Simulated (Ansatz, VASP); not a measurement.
Ga in VASP and in Ansatz

```
Ga
1.0
     1.38300   -4.02650    0.00000
     1.38300    4.02650    0.00000
    -0.11745    0.00000    3.32993
Ga
2
Direct
  0.86900 0.13100 0.25000
  0.13100 0.86900 0.75000
```

Alike in both runs: task electric field gradients; functional PBEsol; k mesh 14 × 14 × 11; occupations fermi-dirac, width 0.05 eV; no spin polarisation.

|  | VASP | Ansatz |
| --- | --- | --- |
| version | VASP 6.6.1 | Ansatz 0.2.0 |
| potentials or method | VASP PAW PBE potentials, release 64 (Ga_d) | PAW with Ansatz's default frozen-core files, scalar-relativistic |
| plane-wave cutoff (eV) | 520 | 420 |
| valence electrons in the cell | 26 | 26 |

```csv
,VASP,Ansatz,Ansatz less VASP
pressure (GPa),-1.8,-1.9,-0.07
"traceless stress, the component that is largest in VASP (GPa)",0.11,0.11,-0.001
rms of the force components (eV/Å),0.105,0.106,+0.0004
size of Vzz on the site where it differs most (V/Å²),24.8,26.2,+1.43
```

VASP's potentials were made for PBE, not for PBEsol. Atom by atom the forces differ by 0.000 eV/Å (rms over components).
